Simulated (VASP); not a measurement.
Runs of VASP 6.6.1 on TiC. The structure is that of space group Fm-3m (No. 225), or close to it. The cells are those of the table. 

```tsv
cell	gap on the mesh (eV)	pressure (GPa)
a = 3.054 Å, angles 60.0°, 2 atoms	none	-4.3
a = 3.134 Å, angles 60.0°, 2 atoms	none	-21.0
a = 2.909 Å, angles 60.0°, 2 atoms	none	(a)
a = 2.942 Å, angles 60.0°, 2 atoms	none	30.5
```

Alike in all rows: task single point; level PBEsol; potentials or basis VASP PAW PBE potentials, release 64 (Ti_sv, C); no spin polarisation; k mesh 16 × 16 × 16; cutoff (eV) 520; smearing gaussian 0.1 eV.

**Question.** Fill in the values left out.

**Answer.** (a) 44.1.

Caveats: the PAW data sets were made with another functional, which shifts forces and pressure a little; the cell stands under tension (at least some runs); the cell stands under pressure (at least some runs).

A gap of «none» marks levels without a gap at the run's occupations.
